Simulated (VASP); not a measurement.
GaP:

```xyz
2
Lattice="0.0000 2.7525 2.7525 2.7525 0.0000 2.7525 2.7525 2.7525 0.0000" Properties=species:S:1:pos:R:3 pbc="T T T"
Ga    0.0000    0.0000    0.0000
P     1.3763    1.3763    1.3763
```

- Program: VASP 6.6.1
- Task: relaxation of cell and atoms
- Functional: LDA
- Potentials or basis: VASP PAW LDA potentials, release 64 (Ga_d, P)
- Cutoff: 600 eV
- k mesh: 8 × 8 × 8
- Occupations: fermi-dirac, width 0.02 eV
- Spin: no spin polarisation

At the start: pressure -4.9 GPa; volume 20.85 Å³/atom.

**Question.** How do energy, volume and symmetry change on relaxing?

**Answer.** Over 6 steps the energy falls by 19.9 meV/atom and the volume is 19.61 Å³/atom (-6.0 %); space group F-43m (No. 216, to 0.05 Å).

The path:
```tsv
step	energy change (eV)	largest force (eV/Å)	pressure (GPa)	volume (Å³)
1	0.0000	0.0000	-4.85	41.71
2	-0.0287	0.0000	3.05	38.01
3	-0.0398	0.0000	-0.13	39.22
4	-0.0398	0.0000	0.16	39.17
5	-0.0398	0.0000	-0.14	39.27
6	-0.0398	0.0000	0.01	39.22
```

Final structure:
```cif
data_structure
_symmetry_space_group_name_H-M 'P 1'
_symmetry_Int_Tables_number 1
_cell_length_a 3.8135
_cell_length_b 3.8135
_cell_length_c 3.8135
_cell_angle_alpha 60.000
_cell_angle_beta 60.000
_cell_angle_gamma 60.000
_cell_volume 39.22
loop_
_atom_site_label
_atom_site_type_symbol
_atom_site_fract_x
_atom_site_fract_y
_atom_site_fract_z
_atom_site_occupancy
Ga1 Ga 0.00000 0.00000 0.00000 1
P1 P 0.25000 0.25000 0.25000 1
```
